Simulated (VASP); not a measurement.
# Ti3B (I4/mmm) in VASP: single point with PBEsol

Aim: the single point of Ti3B with PBEsol.

All numbers are computed with VASP 6.6.1; they aren't measurements. Logs are shortened: lines on timing, memory, paths and dates and some standing lists are left out, and cuts for length are marked.

## (1) The cell of the first run

Symmetry: I4/mmm, No. 139, tetragonal system. The conventional cell has a = 3.741 Å, b = 3.741 Å, c = 7.433 Å, α = 90.00°, β = 90.00°, γ = 90.00°. Within 3.5 Å of Ti (site symmetry -4m2) lie 8 Ti at 2.64 to 2.65 Å and 4 B at 2.64 Å. Ti (site symmetry 4/mmm) has 8 Ti at 2.64 Å and 4 B at 2.65 Å within 3.5 Å. Within 3.5 Å of B (site symmetry 4/mmm) lie 12 Ti at 2.64 to 2.65 Å.

## (2) Single point, PBEsol (Ga replaced by B, lengths x 0.962, strained)

INCAR reads:

```
ALGO     = Fast           # electronic algorithm
EDIFF    = 1E-7           # SCF threshold, eV
ENCUT    = 520            # plane-wave cutoff, eV
GGA      = PS             # functional
ISIF     = 2              # what is computed and relaxed
ISMEAR   = 0              # smearing method
LASPH    = True           # aspherical terms in the spheres
LCHARG   = False          # write CHGCAR
LREAL    = False          # projectors in reciprocal space
LWAVE    = False          # write WAVECAR
NBANDS   = 28             # bands
NELM     = 80             # most SCF steps
PREC     = Accurate       # precision mode
SIGMA    = 0.1            # smearing width, eV
```

KPOINTS reads:

```
k-points
0
Gamma
  16 16 16
```

POSCAR reads:

```
Ti3B
1.0
   -1.8704342643      1.8704342643      3.7163175199
    1.8704342643     -1.8704342643      3.7163175199
    1.8704342643      1.8704342643     -3.7163175199
Ti B
3 1
Direct
    0.7500000000      0.2500000000      0.5000000000
    0.2500000000      0.7500000000      0.5000000000
    0.5000000000      0.5000000000      0.0000000000
    0.0000000000      0.0000000000      0.0000000000
```

Potentials or basis: VASP PAW PBE potentials, release 64 (Ti_sv, B).

Run with:

```console
cat potpaw_PBE.64/Ti_sv/POTCAR potpaw_PBE.64/B/POTCAR > POTCAR
mpirun -np 1 vasp_std > vasp.out
```

OUTCAR:

```text
EDIFF = 1E-7
   ENCUT = 520
   GGA = PS
   ISIF = 2
   ISMEAR = 0
   LASPH = True
   LREAL = False
   NELM = 80
   PREC = Accurate

 ion  position               nearest neighbor table
   1  0.750  0.250  0.500-   3 2.64   3 2.64   3 2.64   3 2.64   2 2.65   2 2.65   2 2.65   2 2.65

   2  0.250  0.750  0.500-   3 2.64   3 2.64   3 2.64   3 2.64   1 2.65   1 2.65   1 2.65   1 2.65

   3  0.500  0.500  0.000-   2 2.64   1 2.64   1 2.64   2 2.64   1 2.64   2 2.64   2 2.64   1 2.64

   4  0.000  0.000  0.000-

  LATTYP: Found a body centered tetragonal cell.
 ALAT       =     3.7408685286
 C/A-ratio  =     1.9868741665

  Lattice vectors:

 A1 = (  -1.8704342643,   1.8704342643,   3.7163175199)
 A2 = (   1.8704342643,  -1.8704342643,   3.7163175199)
 A3 = (   1.8704342643,   1.8704342643,  -3.7163175199)

Analysis of symmetry for initial positions (statically):
=====================================================================
 Subroutine PRICEL returns:
 Original cell was already a primitive cell.

 Routine SETGRP: Setting up the symmetry group for a
 body centered tetragonal supercell.

 Subroutine GETGRP returns: Found 16 space group operations
 (whereof 16 operations were pure point group operations)
 out of a pool of 16 trial point group operations.

The static configuration has the point symmetry D_4h.

Analysis of symmetry for dynamics (positions and initial velocities):
=====================================================================
 Subroutine PRICEL returns:
 Original cell was already a primitive cell.

 Routine SETGRP: Setting up the symmetry group for a
 body centered tetragonal supercell.

 Subroutine GETGRP returns: Found 16 space group operations
 (whereof 16 operations were pure point group operations)
 out of a pool of 16 trial point group operations.

The dynamic configuration has the point symmetry D_4h.

 Subroutine INISYM returns: Found 16 space group operations
 (whereof 16 operations are pure point group operations),
 and found     1 'primitive' translations

----------------------------------------------------------------------------------------

                                     Primitive cell

  volume of cell :      52.0065

  direct lattice vectors                    reciprocal lattice vectors
    -1.870434264  1.870434264  3.716317520     0.000000000  0.267317601  0.134541787
     1.870434264 -1.870434264  3.716317520     0.267317601  0.000000000  0.134541787
     1.870434264  1.870434264 -3.716317520     0.267317601  0.267317601  0.000000000

  length of vectors
     4.561585753  4.561585753  4.561585753     0.299266089  0.299266089  0.378044177

  position of ions in fractional coordinates (direct lattice)
     0.750000000  0.250000000  0.500000000
     0.250000000  0.750000000  0.500000000
     0.500000000  0.500000000  0.000000000
     0.000000000  0.000000000  0.000000000

  ion indices of the primitive-cell ions
   primitive index   ion index
                 1           1
                 2           2
                 3           3
                 4           4

----------------------------------------------------------------------------------------

 KPOINTS: k-points

Automatic generation of k-mesh.
 Grid dimensions read from file:
 generate k-points for:   16   16   16

 Generating k-lattice:

  Cartesian coordinates                     Fractional coordinates (reciprocal lattice)
     0.000000000  0.016707350  0.008408862     0.062500000  0.000000000  0.000000000
     0.016707350  0.000000000  0.008408862     0.000000000  0.062500000  0.000000000
     0.016707350  0.016707350  0.000000000     0.000000000  0.000000000  0.062500000

  Length of vectors
     0.018704131  0.018704131  0.023627761

  Shift w.r.t. Gamma in fractional coordinates (k-lattice)
     0.000000000  0.000000000  0.000000000

 Subroutine IBZKPT returns following result:
 ===========================================

 Found    349 irreducible k-points:

 Following reciprocal coordinates:
            Coordinates               Weight
  0.000000  0.000000  0.000000      1.000000
  0.062500  0.000000  0.000000      8.000000
  0.125000  0.000000  0.000000      8.000000
  0.187500  0.000000 -0.000000      8.000000
  0.250000  0.000000  0.000000      8.000000
  0.312500  0.000000 -0.000000      8.000000
[... 16 lines left out ...]
 -0.125000  0.062500  0.000000     16.000000
 -0.062500  0.062500  0.000000      4.000000
 [... further k-points ...]
   k-points           NKPTS =    349   k-points in BZ     NKDIM =    349   number of bands    NBANDS=     28
   number of dos      NEDOS =    301   number of ions     NIONS =      4
   total plane-waves  NPLWV =  46656
   dimension x,y,z NGX =    36 NGY =   36 NGZ =   36
   dimension x,y,z NGXF=    72 NGYF=   72 NGZF=   72
   ions per type =               3   1
   NGX,Y,Z   is equivalent  to a cutoff of  13.12, 13.12, 13.12 a.u.
   NGXF,Y,Z  is equivalent  to a cutoff of  26.24, 26.24, 26.24 a.u.
 SYSTEM =  unknown system
   PREC   = accura    normal or accurate (medium, high low for compatibility)
   ISTART =      0    job   : 0-new  1-cont  2-samecut
   ICHARG =      2    charge: 1-file 2-atom 10-const
   ISPIN  =      1    spin polarized calculation?
   LNONCOLLINEAR =      F non collinear calculations
   LSORBIT =      F    spin-orbit coupling
   LASPH  =      T    aspherical Exc in radial PAW
   ENCUT  =  520.0 eV  38.22 Ry    6.18 a.u.   8.48  8.48  8.48*2*pi/ulx,y,z
   NELM   =     80;   NELMIN=  2; NELMDL= -5     # of ELM steps
   EDIFF  = 0.1E-06   stopping-criterion for ELM
   LREAL  =      F    real-space projection
   EDIFFG = 0.1E-05   stopping-criterion for IOM
   NSW    =      0    number of steps for IOM
   IBRION =     -1    ionic relax: 0-MD 1-quasi-New 2-CG
   NFREE  =      0    steps in history (QN), initial steepest desc. (CG)
   ISIF   =      2    stress and relaxation
   ISYM   =      2    0-nonsym 1-usesym 2-fastsym
   POTIM  = 0.5000    time-step for ionic-motion
   TEBEG  =    0.0;   TEEND  =   0.0 temperature during run
   PSTRESS=    0.0 pullay stress
   NELECT =      39.0000    total number of electrons
   NUPDOWN=      -1.0000    fix difference up-down
   EMIN   =  10.00;   EMAX   =-10.00  energy-range for DOS
   EFERMI =   0.00;   METHOD = LEGACY
   ISMEAR =     0;   SIGMA  =   0.10  broadening in eV -4-tet -1-fermi 0-gaus
   EFERMI_NEDOS =   21; number of points for ismear=-14 and -15
   IALGO  =     68    algorithm
   IMIX   =      4    mixing-type and parameters
     AMIX     =   0.40;   BMIX     =  1.00
     AMIX_MAG =   1.60;   BMIX_MAG =  1.00
  volume/ion in A,a.u.               =      13.00        87.74
  Fermi-wavevector in a.u.,A,eV,Ry     =   1.487341  2.810666 30.098569  2.212182
  Thomas-Fermi vector in A             =   2.600514
   LORBIT       =      0    0 simple, 1 ext, 2 COOP (PROOUT), +10 PAW based schemes
   GGA     = PS    functional components
   LHFCALC =     F    Hartree Fock is set to
   AEXX    =    0.0000 exact exchange contribution
   IVDW    =     0    specifies the selected vdW correction
   LEPSILON=     F    determine dielectric tensor
   LRPA    =     F    only Hartree local field effects (RPA)
 non-spin polarized calculation
 RMM-DIIS sequential band-by-band and
 Gauss-broadening in eV      SIGMA  =   0.10
  energy-cutoff  :      520.00
  volume of cell :       52.01
 maximum number of plane-waves:      1419
 NGX is ok and might be reduce to    36
   NGX = 17   NGY = 17   NGZ = 17

 number of electron      39.0000006 magnetization

 Free energy of the ion-electron system (eV)
  ---------------------------------------------------
  ext. energy  EPLUGINS =         0.00000000
  ---------------------------------------------------
  free energy    TOTEN  =       -32.00617750 eV

  energy without entropy =      -31.98568802  energy(sigma->0) =      -31.99593276

 E-fermi :   9.3887     XC(G=0): -12.3500

 val. band max:        9.3885562486   @ k =  -0.3125   0.1875   0.0625
 cond. band min:       9.3893983603   @ k =  -0.2500  -0.4375   0.2500
 fundamental gap:      0.0008421118
 Fermi energy:         9.3887176694

 k-point     1 :       0.0000    0.0000    0.0000
  band No.  band energies     occupation
      1     -46.9674      2.00000
      2     -46.6082      2.00000
      3     -46.5652      2.00000
      4     -23.7090      2.00000
      5     -23.4324      2.00000
      6     -23.4324      2.00000
[... 20 lines left out ...]
     27      12.7371      0.00000
     28      14.0389      0.00000

 k-point     2 :       0.0625    0.0000    0.0000
  band No.  band energies     occupation
      1     -46.9636      2.00000
      2     -46.6097      2.00000
      3     -46.5675      2.00000
      4     -23.7070      2.00000
      5     -23.4334      2.00000
      6     -23.4323      2.00000
[... 20 lines left out ...]
     27      12.8565      0.00000
     28      14.1113      0.00000

 k-point     3 :       0.1250    0.0000    0.0000
  band No.  band energies     occupation
      1     -46.9524      2.00000
      2     -46.6141      2.00000
      3     -46.5744      2.00000
      4     -23.6998      2.00000
      5     -23.4412      2.00000
      6     -23.4355      2.00000
[... 20 lines left out ...]
     27      12.9306      0.00000
     28      13.2685      0.00000

 k-point     4 :       0.1875    0.0000   -0.0000
  band No.  band energies     occupation
      1     -46.9345      2.00000
      2     -46.6210      2.00000
      3     -46.5854      2.00000
      4     -23.6854      2.00000
      5     -23.4672      2.00000
      6     -23.4371      2.00000
[... 578 lines left out ...]
     27      12.8017      0.00000
     28      13.6291      0.00000

 k-point    23 :      -0.1250    0.0625    0.0000
  band No.  band energies     occupation
      1     -46.9520      2.00000
      2     -46.6122      2.00000
      3     -46.5765      2.00000
      4     -23.7087      2.00000
      5     -23.4307      2.00000
      6     -23.3954      2.00000
[... 20 lines left out ...]
     27      13.0165      0.00000
     28      13.3310      0.00000

 k-point    24 :      -0.0625    0.0625    0.0000
  band No.  band energies     occupation
      1     -46.9615      2.00000
      2     -46.6095      2.00000
      3     -46.5698      2.00000
      4     -23.7100      2.00000
      5     -23.4309      2.00000
      6     -23.4026      2.00000
[... 20 lines left out ...]
     27      13.0485      0.00000
     28      13.8281      0.00000

 [... further k-points ...]

------------------------ aborting loop because EDIFF is reached ----------------------------------------

  FORCE on cell =-STRESS in cart. coord.  units (eV):
  Direction    XX          YY          ZZ          XY          YZ          ZX
  --------------------------------------------------------------------------------------
  -------------------------------------------------------------------------------------
  Total       -1.0744133     -1.0744133      2.9191749      0.0000000     -0.0000000      0.0000000
  in kB      -33.0997149    -33.0997149     89.9317394      0.0000000     -0.0000000      0.0000000
  external PRESSURE =       7.9107699 kB  Pullay stress =       0.0000000 kB

 VOLUME and BASIS-vectors are now :
 -----------------------------------------------------------------------------
  energy-cutoff  :      520.00
  volume of cell :       52.01
      direct lattice vectors                 reciprocal lattice vectors
    -1.870434264  1.870434264  3.716317520     0.000000000  0.267317601  0.134541787
     1.870434264 -1.870434264  3.716317520     0.267317601  0.000000000  0.134541787
     1.870434264  1.870434264 -3.716317520     0.267317601  0.267317601  0.000000000

 POSITION                                       TOTAL-FORCE (eV/Angst)
 -----------------------------------------------------------------------------------
      0.00000      1.87043      1.85816        -0.000000     -0.000000     -0.000000
      1.87043      0.00000      1.85816         0.000000      0.000000     -0.000000
      0.00000      0.00000      3.71632        -0.000000      0.000000      0.000000
      0.00000      0.00000      0.00000        -0.000000      0.000000      0.000000
 -----------------------------------------------------------------------------------
    total drift:                               -0.000000      0.000000     -0.000000

  FREE ENERGIE OF THE ION-ELECTRON SYSTEM (eV)
  ---------------------------------------------------
  free  energy   TOTEN  =       -32.0061775018 eV

  energy  without entropy=      -31.9856880154  energy(sigma->0) =      -31.99593276
```

Wall time 47 min (1 thread of Intel Xeon Platinum 8175M at 2.50GHz (Skylake/Cascade Lake), shared host); peak memory 0.52 GiB.

Results:

```
Free energy            : -32.0062 eV
Pressure               : 0.8 GPa
Band gap on the k mesh : zero (an odd number of electrons rules out a gap without spin polarisation)
```

Caveat: the cell differs from its parent crystal (Ga replaced by B, lengths x 0.962, strained); the stress differs along the axes, from -3 to 9 GPa; the PAW data sets were made with another functional, which shifts forces and pressure a little.
